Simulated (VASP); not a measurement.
# CdF2 (Fm-3m) in VASP: notebook

The runs below take CdF2 through single point, with PBE.

Program: VASP 6.6.1. These are calculated values, not measurements. Logs are shortened: lines on timing, memory, paths and dates and some standing lists are left out, and cuts for length are marked.

### 1 The cell of the first run

The structure is cubic, space group Fm-3m (No. 225). Conventional cell: a = 5.130 Å, b = 5.130 Å, c = 5.130 Å, α = 90.00°, β = 90.00°, γ = 90.00°. Within 2.9 Å of Cd (site symmetry m-3m) lie 8 F at 2.22 Å. F (site symmetry -43m) has 4 Cd at 2.22 Å and 6 F at 2.56 Å within 2.9 Å.

### 2 Single point, PBE

The input, INCAR:

```
PREC = Accurate ; ENCUT = 520
EDIFF = 1E-6 ; ISMEAR = -1
SIGMA = 0.05 ; LREAL = F
LASPH = T ; NELM = 80
ALGO = Normal ; ISIF = 2
LWAVE = F ; LCHARG = T
GGA = PE ; LELF = T
LVHAR = T ; NBANDS = 20
```

The input, KPOINTS:

```
regular mesh
0
Gamma
  9 9 9
```

The input, POSCAR:

```
CdF2
1.0
    0.0000000000      2.5647590230      2.5647590230
    2.5647590230      0.0000000000      2.5647590230
    2.5647590230      2.5647590230      0.0000000000
Cd F
1 2
Direct
    0.0000000000      0.0000000000      0.0000000000
    0.7500000000      0.7500000000      0.7500000000
    0.2500000000      0.2500000000      0.2500000000
```

Potentials or basis: VASP PAW PBE potentials, release 64 (Cd, F).

Run with:

```
$ cat potpaw_PBE.64/Cd/POTCAR potpaw_PBE.64/F/POTCAR > POTCAR
$ mpirun -np 1 vasp_std > vasp.out
```

OUTCAR:

```text
PREC = Accurate
   ENCUT = 520
   EDIFF = 1E-6
   ISMEAR = -1
   LREAL = F
   LASPH = T
   NELM = 80
   ISIF = 2
   GGA = PE

 ion  position               nearest neighbor table
   1  0.000  0.000  0.000-   2 2.22   2 2.22   2 2.22   2 2.22   3 2.22   3 2.22   3 2.22   3 2.22

   2  0.750  0.750  0.750-   1 2.22   1 2.22   1 2.22   1 2.22
   3  0.250  0.250  0.250-   1 2.22   1 2.22   1 2.22   1 2.22

  LATTYP: Found a face centered cubic cell.
 ALAT       =     5.1295180460

  Lattice vectors:

 A1 = (   0.0000000000,   2.5647590230,   2.5647590230)
 A2 = (   2.5647590230,   0.0000000000,   2.5647590230)
 A3 = (   2.5647590230,   2.5647590230,   0.0000000000)

Analysis of symmetry for initial positions (statically):
=====================================================================
 Subroutine PRICEL returns:
 Original cell was already a primitive cell.

 Routine SETGRP: Setting up the symmetry group for a
 face centered cubic supercell.

 Subroutine GETGRP returns: Found 48 space group operations
[... 9 lines left out ...]

 Routine SETGRP: Setting up the symmetry group for a
 face centered cubic supercell.

 Subroutine GETGRP returns: Found 48 space group operations
[... 11 lines left out ...]
                                     Primitive cell

  volume of cell :      33.7419

  direct lattice vectors                    reciprocal lattice vectors
     0.000000000  2.564759023  2.564759023    -0.194950089  0.194950089  0.194950089
     2.564759023  0.000000000  2.564759023     0.194950089 -0.194950089  0.194950089
     2.564759023  2.564759023  0.000000000     0.194950089  0.194950089 -0.194950089

  length of vectors
     3.627116995  3.627116995  3.627116995     0.337663459  0.337663459  0.337663459

  position of ions in fractional coordinates (direct lattice)
     0.000000000  0.000000000  0.000000000
     0.750000000  0.750000000  0.750000000
     0.250000000  0.250000000  0.250000000

  ion indices of the primitive-cell ions
   primitive index   ion index
                 1           1
                 2           2
                 3           3

----------------------------------------------------------------------------------------

 KPOINTS: regular mesh

Automatic generation of k-mesh.
 Grid dimensions read from file:
 generate k-points for:    9    9    9

 Generating k-lattice:

  Cartesian coordinates                     Fractional coordinates (reciprocal lattice)
    -0.021661121  0.021661121  0.021661121     0.111111111  0.000000000  0.000000000
     0.021661121 -0.021661121  0.021661121     0.000000000  0.111111111  0.000000000
     0.021661121  0.021661121 -0.021661121     0.000000000  0.000000000  0.111111111

  Length of vectors
     0.037518162  0.037518162  0.037518162

  Shift w.r.t. Gamma in fractional coordinates (k-lattice)
     0.000000000  0.000000000  0.000000000

 Subroutine IBZKPT returns following result:
 ===========================================

 Found     35 irreducible k-points:

 Following reciprocal coordinates:
            Coordinates               Weight
  0.000000  0.000000  0.000000      1.000000
  0.111111  0.000000  0.000000      8.000000
  0.222222  0.000000  0.000000      8.000000
  0.333333  0.000000  0.000000      8.000000
  0.444444  0.000000  0.000000      8.000000
  0.111111  0.111111  0.000000      6.000000
[... 16 lines left out ...]
 -0.333333  0.333333  0.000000     12.000000
  0.444444  0.444444  0.000000      6.000000
 [... further k-points ...]
   k-points           NKPTS =     35   k-points in BZ     NKDIM =     35   number of bands    NBANDS=     20
   number of dos      NEDOS =    301   number of ions     NIONS =      3
   total plane-waves  NPLWV =  21952
   dimension x,y,z NGX =    28 NGY =   28 NGZ =   28
   dimension x,y,z NGXF=    56 NGYF=   56 NGZF=   56
   ions per type =               1   2
   NGX,Y,Z   is equivalent  to a cutoff of  12.83, 12.83, 12.83 a.u.
   NGXF,Y,Z  is equivalent  to a cutoff of  25.67, 25.67, 25.67 a.u.
 SYSTEM =  unknown system
   PREC   = accura    normal or accurate (medium, high low for compatibility)
   ISTART =      0    job   : 0-new  1-cont  2-samecut
   ICHARG =      2    charge: 1-file 2-atom 10-const
   ISPIN  =      1    spin polarized calculation?
   LNONCOLLINEAR =      F non collinear calculations
   LSORBIT =      F    spin-orbit coupling
   LASPH  =      T    aspherical Exc in radial PAW
   ENCUT  =  520.0 eV  38.22 Ry    6.18 a.u.   6.74  6.74  6.74*2*pi/ulx,y,z
   NELM   =     80;   NELMIN=  2; NELMDL= -5     # of ELM steps
   EDIFF  = 0.1E-05   stopping-criterion for ELM
   LREAL  =      F    real-space projection
   EDIFFG = 0.1E-04   stopping-criterion for IOM
   NSW    =      0    number of steps for IOM
   IBRION =     -1    ionic relax: 0-MD 1-quasi-New 2-CG
   NFREE  =      0    steps in history (QN), initial steepest desc. (CG)
   ISIF   =      2    stress and relaxation
   ISYM   =      2    0-nonsym 1-usesym 2-fastsym
   POTIM  = 0.5000    time-step for ionic-motion
   TEBEG  =    0.0;   TEEND  =   0.0 temperature during run
   PSTRESS=    0.0 pullay stress
   NELECT =      26.0000    total number of electrons
   NUPDOWN=      -1.0000    fix difference up-down
   EMIN   =  10.00;   EMAX   =-10.00  energy-range for DOS
   EFERMI =   0.00;   METHOD = LEGACY
   ISMEAR =    -1;   SIGMA  =   0.05  broadening in eV -4-tet -1-fermi 0-gaus
   EFERMI_NEDOS =   21; number of points for ismear=-14 and -15
   IALGO  =     38    algorithm
   IMIX   =      4    mixing-type and parameters
     AMIX     =   0.40;   BMIX     =  1.00
     AMIX_MAG =   1.60;   BMIX_MAG =  1.00
  volume/ion in A,a.u.               =      11.25        75.90
  Fermi-wavevector in a.u.,A,eV,Ry     =   1.500869  2.836231 30.648579  2.252607
  Thomas-Fermi vector in A             =   2.612313
   LORBIT       =      0    0 simple, 1 ext, 2 COOP (PROOUT), +10 PAW based schemes
   GGA     = PE    functional components
   LHFCALC =     F    Hartree Fock is set to
   AEXX    =    0.0000 exact exchange contribution
   IVDW    =     0    specifies the selected vdW correction
   LEPSILON=     F    determine dielectric tensor
   LRPA    =     F    only Hartree local field effects (RPA)
 non-spin polarized calculation
  energy-cutoff  :      520.00
  volume of cell :       33.74
 maximum number of plane-waves:       922
   NGX = 13   NGY = 13   NGZ = 13

 number of electron      25.9999998 magnetization

 Free energy of the ion-electron system (eV)
  ---------------------------------------------------
  ext. energy  EPLUGINS =         0.00000000
  ---------------------------------------------------
  free energy    TOTEN  =       -10.26579188 eV

  energy without entropy =      -10.26579188  energy(sigma->0) =      -10.26579188

 E-fermi :   1.0688     XC(G=0): -11.2404

 val. band max:       -0.0730372571   @ k =  -0.3333   0.4444   0.2222
 cond. band min:       3.5547110889   @ k =   0.0000   0.0000   0.0000
 fundamental gap:      3.6277483460
 Fermi energy:         1.0688274168

 k-point     1 :       0.0000    0.0000    0.0000
  band No.  band energies     occupation
      1     -21.8201      2.00000
      2     -20.2291      2.00000
      3      -6.3288      2.00000
      4      -6.3288      2.00000
      5      -6.3288      2.00000
      6      -4.3666      2.00000
[... 12 lines left out ...]
     19      20.9069      0.00000
     20      20.9069      0.00000

 k-point     2 :       0.1111    0.0000    0.0000
  band No.  band energies     occupation
      1     -21.7634      2.00000
      2     -20.2841      2.00000
      3      -6.2630      2.00000
      4      -6.2630      2.00000
      5      -6.1448      2.00000
      6      -4.3994      2.00000
[... 12 lines left out ...]
     19      20.6120      0.00000
     20      20.6120      0.00000

 k-point     3 :       0.2222    0.0000    0.0000
  band No.  band energies     occupation
      1     -21.6071      2.00000
      2     -20.4300      2.00000
      3      -6.0974      2.00000
      4      -6.0974      2.00000
      5      -5.6321      2.00000
      6      -4.4489      2.00000
[... 12 lines left out ...]
     19      20.0389      0.00000
     20      21.1236      0.00000

 k-point     4 :       0.3333    0.0000    0.0000
  band No.  band energies     occupation
      1     -21.3844      2.00000
      2     -20.6340      2.00000
      3      -5.9240      2.00000
      4      -5.9240      2.00000
      5      -4.8997      2.00000
      6      -4.4128      2.00000
[... 12 lines left out ...]
     19      19.5317      0.00000
     20      20.8067      0.00000

 k-point     5 :       0.4444    0.0000    0.0000
  band No.  band energies     occupation
      1     -21.1434      2.00000
      2     -20.8596      2.00000
      3      -5.8324      2.00000
      4      -5.8324      2.00000
      5      -4.2895      2.00000
      6      -4.2895      2.00000
[... 12 lines left out ...]
     19      19.2185      0.00000
     20      20.1724      0.00000

 k-point     6 :       0.1111    0.1111    0.0000
  band No.  band energies     occupation
      1     -21.7456      2.00000
      2     -20.3002      2.00000
      3      -6.2407      2.00000
      4      -6.2407      2.00000
      5      -6.0796      2.00000
      6      -4.4983      2.00000
[... 12 lines left out ...]
     19      20.7392      0.00000
     20      20.9989      0.00000

 k-point     7 :       0.2222    0.1111    0.0000
  band No.  band energies     occupation
      1     -21.6252      2.00000
      2     -20.4102      2.00000
      3      -6.1019      2.00000
      4      -6.0960      2.00000
      5      -5.6819      2.00000
      6      -4.6524      2.00000
[... 12 lines left out ...]
     19      20.8189      0.00000
     20      22.0206      0.00000
[... 277 lines left out ...]
 k-point    20 :       0.3333    0.3333    0.0000
  band No.  band energies     occupation
      1     -21.3163      2.00000
      2     -20.6554      2.00000
      3      -5.7057      2.00000
      4      -5.5271      2.00000
      5      -5.5271      2.00000
      6      -4.5950      2.00000
[... 12 lines left out ...]
     19      21.6599      0.00000
     20      21.9546      0.00000

 k-point    21 :       0.4444    0.3333    0.0000
  band No.  band energies     occupation
      1     -21.1978      2.00000
      2     -20.7492      2.00000
      3      -5.9618      2.00000
      4      -5.2848      2.00000
      5      -5.2095      2.00000
      6      -4.2616      2.00000
[... 12 lines left out ...]
     19      21.7136      0.00000
     20      21.7833      0.00000

 k-point    22 :      -0.4444    0.3333    0.0000
  band No.  band energies     occupation
      1     -21.0741      2.00000
      2     -20.8618      2.00000
      3      -5.9698      2.00000
      4      -5.1394      2.00000
      5      -4.8886      2.00000
      6      -4.4809      2.00000
[... 12 lines left out ...]
     19      21.7252      0.00000
     20      22.1727      0.00000

 k-point    23 :      -0.3333    0.3333    0.0000
  band No.  band energies     occupation
      1     -20.9911      2.00000
      2     -20.9554      2.00000
      3      -5.8516      2.00000
      4      -5.1918      2.00000
      5      -4.7339      2.00000
      6      -4.7337      2.00000
[... 12 lines left out ...]
     19      20.5026      0.00000
     20      22.9152      0.00000

 k-point    24 :       0.4444    0.4444    0.0000
  band No.  band energies     occupation
      1     -21.1563      2.00000
      2     -20.7707      2.00000
      3      -6.2239      2.00000
      4      -4.9797      2.00000
      5      -4.9797      2.00000
      6      -4.1939      2.00000
[... 12 lines left out ...]
     19      21.0518      0.00000
     20      21.9994      0.00000

 [... further k-points ...]
[... 5 lines left out ...]
  --------------------------------------------------------------------------------------
  -------------------------------------------------------------------------------------
  Total        6.7078540      6.7078540      6.7078540      0.0000000      0.0000000      0.0000000
  in kB      318.5110403    318.5110403    318.5110403      0.0000000      0.0000000      0.0000000
  external PRESSURE =     318.5110403 kB  Pullay stress =       0.0000000 kB

 VOLUME and BASIS-vectors are now :
 -----------------------------------------------------------------------------
  energy-cutoff  :      520.00
  volume of cell :       33.74
      direct lattice vectors                 reciprocal lattice vectors
     0.000000000  2.564759023  2.564759023    -0.194950089  0.194950089  0.194950089
     2.564759023  0.000000000  2.564759023     0.194950089 -0.194950089  0.194950089
     2.564759023  2.564759023  0.000000000     0.194950089  0.194950089 -0.194950089

 POSITION                                       TOTAL-FORCE (eV/Angst)
 -----------------------------------------------------------------------------------
      0.00000      0.00000      0.00000         0.000000      0.000000     -0.000000
      3.84714      3.84714      3.84714         0.000000      0.000000      0.000000
      1.28238      1.28238      1.28238        -0.000000     -0.000000     -0.000000
 -----------------------------------------------------------------------------------
    total drift:                                0.000000      0.000000      0.000000

  FREE ENERGIE OF THE ION-ELECTRON SYSTEM (eV)
  ---------------------------------------------------
  free  energy   TOTEN  =       -10.2657918836 eV

  energy  without entropy=      -10.2657918836  energy(sigma->0) =      -10.26579188
```

Wall time 11 s (1 thread of Intel Xeon 6975P-C (Granite Rapids), shared host); peak memory 0.16 GiB.

What came out:

* Free energy: -10.2658 eV
* Pressure: 31.9 GPa
* Band gap on the k mesh: 3.63 eV, indirect (least direct gap 3.87 eV)

### 3 Single point, PBE

This run uses another cell than the first one, of 11.82 Å³/atom, 1.051 times its volume.

The input, INCAR:

```
SYSTEM = CdF2
PREC = Accurate ; ENCUT = 520
EDIFF = 1E-6 ; ISMEAR = -1
SIGMA = 0.05 ; LREAL = .FALSE.
LASPH = .TRUE. ; NELM = 80
ALGO = Normal ; ISIF = 2
LWAVE = .FALSE. ; LCHARG = .FALSE.
GGA = PE ; NBANDS = 20
```

The input, KPOINTS:

```
regular mesh
0
G
  9 9 9
  0 0 0
```

The input, POSCAR:

```
CdF2
1.0
    0.0000000000      2.6075596147      2.6075596147
    2.6075596147      0.0000000000      2.6075596147
    2.6075596147      2.6075596147      0.0000000000
Cd F
1 2
Direct
    0.0000000000      0.0000000000      0.0000000000
    0.7500000000      0.7500000000      0.7500000000
    0.2500000000      0.2500000000      0.2500000000
```

Potentials or basis: VASP PAW PBE potentials, release 64 (Cd, F).

Run with:

```
$ cat potpaw_PBE.64/Cd/POTCAR potpaw_PBE.64/F/POTCAR > POTCAR
$ mpirun -np 1 vasp_std > vasp.out
```

Wall time 12 s (1 thread of Intel Xeon 6975P-C (Granite Rapids), shared host); peak memory 0.16 GiB.

Results (log left out):

```yaml
Free_energy: -10.5528 eV
Pressure: 21.4 GPa
Band_gap_on_the_k_mesh: 3.45 eV, indirect (least direct gap 3.78 eV)
```

Levels at points of the mesh, in eV from the valence-band top:
```tsv
k point	band 11	band 12	band 13	band 14	band 15	band 16
(0.00, 0.00, 0.00)	-0.33	-0.33	-0.33	3.45	13.17	13.17
```

A k mesh can miss the band edges. A hybrid or GW would open this gap; PBE tends to underestimate it.
